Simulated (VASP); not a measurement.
# SiSn2: relaxation of cell and atoms with PBE

Crystal: SiSn2.

```
CELL_PARAMETERS angstrom
2.93883 1.69673 2.89325
-2.93883 1.69673 2.89325
0.00000 -3.39347 2.89325
ATOMIC_POSITIONS crystal
Si 0.00000 0.00000 0.00000
Sn 0.27620 0.27620 0.27620
Sn 0.72380 0.72380 0.72380
```

| Quantity | Value |
| --- | --- |
| Program | VASP 6.6.1 |
| Task | relaxation of cell and atoms |
| Functional | PBE |
| Potentials or basis | VASP PAW PBE potentials, release 64 (Si, Sn_d) |
| Cutoff | 600 eV |
| k mesh | 5 × 5 × 5 |
| Occupations | gaussian, width 0.2 eV |
| Spin | no spin polarisation |
| Dipole correction | no |
| Further INCAR settings | ALGO = Fast; EDIFF = 1e-07; IBRION = 2; EDIFFG = -0.08; NSW = 36; ISIF = 3 |

```yaml
Relaxed_volume: 25.64 Å³/atom
Relaxed_cell: a = 4.432 Å, b = 4.432 Å, c = 4.432 Å, α = 72.38°, β = 72.38°, γ = 72.38°
Space_group_after_relaxing_to_0.05_Å: R-3m (No. 166)
Energy_gained_by_relaxing: 360.3 meV/atom
Ionic_steps: 10
Pressure_after_relaxing: -0.1 GPa
Largest_force_after_relaxing: 0.064 eV/Å
Band_gap_on_the_k_mesh: zero (band 16 reaches 8.46 eV, above the bottom of band 17 at 5.76 eV)
```

Forces in eV/Å, atoms in the order of the input:
```
Si   0.000  0.000  0.000
Sn   0.000  0.000 -0.064
Sn   0.000  0.000  0.064
```

Stress tensor (GPa, compression positive):
```
-0.26  0.00  0.00
 0.00 -0.26  0.00
 0.00  0.00  0.24
```

Step by step:
```csv
step,energy change (eV),largest force (eV/Å),pressure (GPa),volume (Å³)
1,0.0000,2.5095,1.02,86.56
2,-0.8625,0.2938,-5.25,87.50
3,-0.8466,0.0782,-5.10,87.53
4,-0.8603,0.2135,-5.22,87.52
5,-1.0522,0.3877,0.22,76.40
6,-1.0563,0.3585,-0.62,77.60
7,-1.0753,0.1501,-0.07,76.66
8,-1.0761,0.0900,0.10,76.41
9,-1.0774,0.0847,0.05,76.54
10,-1.0808,0.0641,-0.09,76.92
```

Final structure:
```cif
data_structure
_symmetry_space_group_name_H-M 'P 1'
_symmetry_Int_Tables_number 1
_cell_length_a 4.4322
_cell_length_b 4.4322
_cell_length_c 4.4322
_cell_angle_alpha 72.376
_cell_angle_beta 72.376
_cell_angle_gamma 72.376
_cell_volume 76.92
loop_
_atom_site_label
_atom_site_type_symbol
_atom_site_fract_x
_atom_site_fract_y
_atom_site_fract_z
_atom_site_occupancy
Si1 Si 0.00000 0.00000 0.00000 1
Sn1 Sn 0.28583 0.28583 0.28583 1
Sn2 Sn 0.71417 0.71417 0.71417 1
```

Levels at points of the mesh, in eV from the Fermi level:
```
           k point  band 14  band 15  band 16  band 17  band 18  band 19
(0.00, 0.00, 0.00)    -1.73    -1.73    -1.27    -1.27     0.40     1.77
```

It took 2.2 min on 1 thread of Intel(R) Xeon(R) 6975P-C (Granite Rapids), with other jobs on the host, peak memory 0.22 GiB.

Caveat: spin-orbit coupling is left out, which moves the levels of the heavy elements; the relaxation stopped at a loose force limit of 0.08 eV/Å, so its end isn't a converged minimum.
